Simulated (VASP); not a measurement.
# K (I4/mmm) in VASP: notebook

The runs below take K through single point, with PBE.

Everything below comes from runs of VASP 6.6.1. Logs are shortened: lines on timing, memory, paths and dates and some standing lists are left out, and cuts for length are marked.

**1. The cell of the first run**

The structure is tetragonal, space group I4/mmm (No. 139). The conventional cell has a = 5.470 Å, b = 5.470 Å, c = 5.050 Å, α = 90.00°, β = 90.00°, γ = 90.00°.

**2. Single point, PBE**

INCAR reads:

```
SYSTEM = K
PREC = Accurate ; ENCUT = 520
EDIFF = 1E-6 ; ISMEAR = 0
SIGMA = 0.1 ; LREAL = .False.
LASPH = .True. ; NELM = 100
ALGO = Fast ; ISIF = 2
LWAVE = .False. ; LCHARG = .False.
GGA = PE ; NBANDS = 10
```

KPOINTS reads:

```
Automatic mesh
0
Gamma
  7 7 14
  0 0 0
```

POSCAR reads:

```
K
1.0
    5.4700937585      0.0000000000      0.0000000001
    0.0000000000      5.4700937585     -0.0000000001
   -2.7350468793      2.7350468793      2.5247552656
K
1
Direct
    0.0000000000      0.0000000000      0.0000000000
```

Potentials or basis: VASP PAW PBE potentials, release 64 (K_sv).

The run is started by

```bash
$ cat potpaw_PBE.64/K_sv/POTCAR > POTCAR
$ mpirun -np 1 vasp_std > vasp.out
```

OUTCAR:

```text
SYSTEM = K
   PREC = Accurate
   ENCUT = 520
   EDIFF = 1E-6
   ISMEAR = 0
   LREAL = .False.
   LASPH = .True.
   NELM = 100
   ISIF = 2
   GGA = PE

 ion  position               nearest neighbor table
   1  0.000  0.000  0.000-

  LATTYP: Found a body centered tetragonal cell.
 ALAT       =     5.4700937585
 C/A-ratio  =     0.9231122453

  Lattice vectors:

 A1 = (   2.7350468793,   2.7350468792,  -2.5247552657)
 A2 = (  -2.7350468792,  -2.7350468793,  -2.5247552657)
 A3 = (  -2.7350468793,   2.7350468793,   2.5247552656)

Analysis of symmetry for initial positions (statically):
=====================================================================
 Subroutine PRICEL returns:
 Original cell was already a primitive cell.

 Routine SETGRP: Setting up the symmetry group for a
 body centered tetragonal supercell.

 Subroutine GETGRP returns: Found 16 space group operations
 (whereof 16 operations were pure point group operations)
 out of a pool of 16 trial point group operations.

The static configuration has the point symmetry D_4h.

Analysis of symmetry for dynamics (positions and initial velocities):
=====================================================================
 Subroutine PRICEL returns:
 Original cell was already a primitive cell.

 Routine SETGRP: Setting up the symmetry group for a
 body centered tetragonal supercell.

 Subroutine GETGRP returns: Found 16 space group operations
 (whereof 16 operations were pure point group operations)
 out of a pool of 16 trial point group operations.

The dynamic configuration has the point symmetry D_4h.

 Subroutine INISYM returns: Found 16 space group operations
 (whereof 16 operations are pure point group operations),
 and found     1 'primitive' translations

----------------------------------------------------------------------------------------

                                     Primitive cell

  volume of cell :      75.5455

  direct lattice vectors                    reciprocal lattice vectors
     5.470093759  0.000000000  0.000000000     0.182812223  0.000000000  0.198038997
     0.000000000  5.470093759 -0.000000000     0.000000000  0.182812223 -0.198038997
    -2.735046879  2.735046879  2.524755266    -0.000000000  0.000000000  0.396077994

  length of vectors
     5.470093759  5.470093759  4.619020677     0.269517630  0.269517630  0.396077994

  position of ions in fractional coordinates (direct lattice)
     0.000000000  0.000000000  0.000000000

  ion indices of the primitive-cell ions
   primitive index   ion index
                 1           1

----------------------------------------------------------------------------------------

 KPOINTS: Automatic mesh

Automatic generation of k-mesh.
 Grid dimensions read from file:
 generate k-points for:    7    7   14

 Generating k-lattice:

  Cartesian coordinates                     Fractional coordinates (reciprocal lattice)
     0.026116032  0.000000000  0.028291285     0.142857143 -0.000000000  0.000000000
     0.000000000  0.026116032 -0.028291285    -0.000000000  0.142857143  0.000000000
    -0.000000000  0.000000000  0.028291285     0.000000000 -0.000000000  0.071428571

  Length of vectors
     0.038502519  0.038502519  0.028291285

  Shift w.r.t. Gamma in fractional coordinates (k-lattice)
     0.000000000  0.000000000  0.000000000

 Subroutine IBZKPT returns following result:
 ===========================================

 Found     80 irreducible k-points:

 Following reciprocal coordinates:
            Coordinates               Weight
  0.000000  0.000000  0.000000      1.000000
  0.142857  0.000000  0.000000      8.000000
  0.285714  0.000000  0.000000      8.000000
  0.428571  0.000000 -0.000000      8.000000
  0.142857  0.142857  0.000000      4.000000
  0.285714  0.142857  0.000000     16.000000
[... 16 lines left out ...]
 -0.142857  0.000000  0.071429      4.000000
  0.142857  0.142857  0.071429      8.000000
 [... further k-points ...]
   k-points           NKPTS =     80   k-points in BZ     NKDIM =     80   number of bands    NBANDS=     10
   number of dos      NEDOS =    301   number of ions     NIONS =      1
   total plane-waves  NPLWV =  63504
   dimension x,y,z NGX =    42 NGY =   42 NGZ =   36
   dimension x,y,z NGXF=    84 NGYF=   84 NGZF=   72
   ions per type =               1
   NGX,Y,Z   is equivalent  to a cutoff of  12.76, 12.76, 12.96 a.u.
   NGXF,Y,Z  is equivalent  to a cutoff of  25.53, 25.53, 25.91 a.u.
 SYSTEM =  K
   PREC   = accura    normal or accurate (medium, high low for compatibility)
   ISTART =      0    job   : 0-new  1-cont  2-samecut
   ICHARG =      2    charge: 1-file 2-atom 10-const
   ISPIN  =      1    spin polarized calculation?
   LNONCOLLINEAR =      F non collinear calculations
   LSORBIT =      F    spin-orbit coupling
   LASPH  =      T    aspherical Exc in radial PAW
   ENCUT  =  520.0 eV  38.22 Ry    6.18 a.u.  10.17 10.17  8.59*2*pi/ulx,y,z
   NELM   =    100;   NELMIN=  2; NELMDL= -5     # of ELM steps
   EDIFF  = 0.1E-05   stopping-criterion for ELM
   LREAL  =      F    real-space projection
   EDIFFG = 0.1E-04   stopping-criterion for IOM
   NSW    =      0    number of steps for IOM
   IBRION =     -1    ionic relax: 0-MD 1-quasi-New 2-CG
   NFREE  =      0    steps in history (QN), initial steepest desc. (CG)
   ISIF   =      2    stress and relaxation
   ISYM   =      2    0-nonsym 1-usesym 2-fastsym
   POTIM  = 0.5000    time-step for ionic-motion
   TEBEG  =    0.0;   TEEND  =   0.0 temperature during run
   PSTRESS=    0.0 pullay stress
   NELECT =       9.0000    total number of electrons
   NUPDOWN=      -1.0000    fix difference up-down
   EMIN   =  10.00;   EMAX   =-10.00  energy-range for DOS
   EFERMI =   0.00;   METHOD = LEGACY
   ISMEAR =     0;   SIGMA  =   0.10  broadening in eV -4-tet -1-fermi 0-gaus
   EFERMI_NEDOS =   21; number of points for ismear=-14 and -15
   IALGO  =     68    algorithm
   IMIX   =      4    mixing-type and parameters
     AMIX     =   0.40;   BMIX     =  1.00
     AMIX_MAG =   1.60;   BMIX_MAG =  1.00
  volume/ion in A,a.u.               =      75.55       509.81
  Fermi-wavevector in a.u.,A,eV,Ry     =   0.805538  1.522246  8.828705  0.648892
  Thomas-Fermi vector in A             =   1.913802
   LORBIT       =      0    0 simple, 1 ext, 2 COOP (PROOUT), +10 PAW based schemes
   GGA     = PE    functional components
   LHFCALC =     F    Hartree Fock is set to
   AEXX    =    0.0000 exact exchange contribution
   IVDW    =     0    specifies the selected vdW correction
   LEPSILON=     F    determine dielectric tensor
   LRPA    =     F    only Hartree local field effects (RPA)
 non-spin polarized calculation
 RMM-DIIS sequential band-by-band and
 Gauss-broadening in eV      SIGMA  =   0.10
  energy-cutoff  :      520.00
  volume of cell :       75.55
 maximum number of plane-waves:      2057
 NGX is ok and might be reduce to    42
   NGX = 21   NGY = 21   NGZ = 17

 number of electron       9.0000000 magnetization

 Free energy of the ion-electron system (eV)
  ---------------------------------------------------
  ext. energy  EPLUGINS =         0.00000000
  ---------------------------------------------------
  free energy    TOTEN  =        -1.04584625 eV

  energy without entropy =       -1.04133697  energy(sigma->0) =       -1.04359161

 E-fermi :  -0.1658     XC(G=0):  -5.5872

 val. band max:       -0.1758660467   @ k =   0.1429   0.0000   0.2143
 cond. band min:      -0.1590395179   @ k =   0.2857  -0.4286   0.1429
 fundamental gap:      0.0168265288
 Fermi energy:        -0.1657562695

 k-point     1 :       0.0000    0.0000    0.0000
  band No.  band energies     occupation
      1     -32.3284      2.00000
      2     -15.7798      2.00000
      3     -15.7794      2.00000
      4     -15.7794      2.00000
      5      -2.2963      2.00000
      6       3.8331      0.00000
      7       4.2439      0.00000
      8       4.2439      0.00000
      9       4.7102      0.00000
     10       5.2387      0.00000

 k-point     2 :       0.1429    0.0000    0.0000
  band No.  band energies     occupation
      1     -32.3277      2.00000
      2     -15.7913      2.00000
      3     -15.7834      2.00000
      4     -15.7800      2.00000
      5      -2.0420      2.00000
      6       3.6706      0.00000
      7       3.7472      0.00000
      8       4.2667      0.00000
      9       4.7005      0.00000
     10       4.9913      0.00000

 k-point     3 :       0.2857    0.0000    0.0000
  band No.  band energies     occupation
      1     -32.3262      2.00000
      2     -15.8173      2.00000
      3     -15.7926      2.00000
      4     -15.7809      2.00000
      5      -1.3117      2.00000
      6       2.4985      0.00000
      7       3.1924      0.00000
      8       4.7643      0.00000
      9       4.8899      0.00000
     10       4.9359      0.00000

 k-point     4 :       0.4286    0.0000   -0.0000
  band No.  band energies     occupation
      1     -32.3249      2.00000
      2     -15.8378      2.00000
      3     -15.7999      2.00000
      4     -15.7816      2.00000
      5      -0.2070      1.44056
      6       1.1428      0.00000
      7       2.8811      0.00000
      8       4.7331      0.00000
      9       5.2683      0.00000
     10       5.6018      0.00000
[... 222 lines left out ...]
 k-point    22 :      -0.2857    0.0000    0.0714
  band No.  band energies     occupation
      1     -32.3269      2.00000
      2     -15.8024      2.00000
      3     -15.7891      2.00000
      4     -15.7821      2.00000
      5      -1.7000      2.00000
      6       3.1952      0.00000
      7       3.3717      0.00000
      8       4.3593      0.00000
      9       4.5664      0.00000
     10       5.2687      0.00000

 k-point    23 :      -0.1429    0.0000    0.0714
  band No.  band energies     occupation
      1     -32.3281      2.00000
      2     -15.7830      2.00000
      3     -15.7816      2.00000
      4     -15.7816      2.00000
      5      -2.1787      2.00000
      6       3.7093      0.00000
      7       4.1448      0.00000
      8       4.3125      0.00000
      9       4.4072      0.00000
     10       5.2441      0.00000

 k-point    24 :       0.1429    0.1429    0.0714
  band No.  band energies     occupation
      1     -32.3275      2.00000
      2     -15.7974      2.00000
      3     -15.7825      2.00000
      4     -15.7812      2.00000
      5      -1.9270      2.00000
      6       3.3626      0.00000
      7       3.6634      0.00000
      8       4.3565      0.00000
      9       4.7262      0.00000
     10       5.0647      0.00000

 [... further k-points ...]

------------------------ aborting loop because EDIFF is reached ----------------------------------------

  FORCE on cell =-STRESS in cart. coord.  units (eV):
  Direction    XX          YY          ZZ          XY          YZ          ZX
  --------------------------------------------------------------------------------------
  -------------------------------------------------------------------------------------
  Total       -0.0358314     -0.0358314     -0.0343410      0.0000000     -0.0000000      0.0000000
  in kB       -0.7599161     -0.7599161     -0.7283079      0.0000000     -0.0000000      0.0000000
  external PRESSURE =      -0.7493801 kB  Pullay stress =       0.0000000 kB

 VOLUME and BASIS-vectors are now :
 -----------------------------------------------------------------------------
  energy-cutoff  :      520.00
  volume of cell :       75.55
      direct lattice vectors                 reciprocal lattice vectors
     5.470093759  0.000000000  0.000000000     0.182812223  0.000000000  0.198038997
     0.000000000  5.470093759 -0.000000000     0.000000000  0.182812223 -0.198038997
    -2.735046879  2.735046879  2.524755266    -0.000000000  0.000000000  0.396077994

 POSITION                                       TOTAL-FORCE (eV/Angst)
 -----------------------------------------------------------------------------------
      0.00000      0.00000      0.00000         0.000000     -0.000000      0.000000
 -----------------------------------------------------------------------------------
    total drift:                               -0.000000     -0.000000      0.000000

  FREE ENERGIE OF THE ION-ELECTRON SYSTEM (eV)
  ---------------------------------------------------
  free  energy   TOTEN  =        -1.0458462521 eV

  energy  without entropy=       -1.0413369703  energy(sigma->0) =       -1.04359161
```

Wall time 2.1 min (1 thread of Intel Xeon 8259CL, shared host); peak memory 0.26 GiB.

What came out:

* Free energy: -1.0458 eV
* Pressure: -0.1 GPa
* Band gap on the k mesh: zero (an odd number of electrons rules out a gap without spin polarisation)

**3. Single point, PBE**

INCAR reads:

```
ALGO = Normal
EDIFF = 1E-6
ENCUT = 520
GGA = PE
ISIF = 2
ISMEAR = 0
LASPH = True
LCHARG = False
LREAL = False
LWAVE = False
NBANDS = 10
NELM = 100
PREC = Accurate
SIGMA = 0.1
```

KPOINTS reads:

```
k-points
0
Gamma
  7 7 14
```

POSCAR reads:

```
K
1.0
    5.4700937585      0.0000000000      0.0000000000
    0.0000000000      5.4700937585      0.0000000000
   -2.7350468793      2.7350468793      2.5247552657
K
1
Direct
    0.0000000000      0.0000000000      0.0000000000
```

Potentials or basis: VASP PAW PBE potentials, release 64 (K_sv).

The run is started by

```bash
$ cat potpaw_PBE.64/K_sv/POTCAR > POTCAR
$ mpirun -np 1 vasp_std > vasp.out
```

It took 78 s on 1 thread of Intel Xeon 8259CL, shared host; peak memory 0.26 GiB.

The run converged. Its results:

| Item | Value |
| --- | --- |
| Free energy | -1.0458 eV |
| Pressure | -0.1 GPa |
| Band gap on the k mesh | zero (an odd number of electrons rules out a gap without spin polarisation) |

Levels at points of the mesh, in eV from the Fermi level:
```
           k point  band 3  band 4  band 5  band 6  band 7  band 8
(0.00, 0.00, 0.00)  -15.61  -15.61   -2.13    4.00    4.41    4.41
(0.00, 0.00, 0.50)  -15.66  -15.65    1.55    1.78    3.11    3.11
```
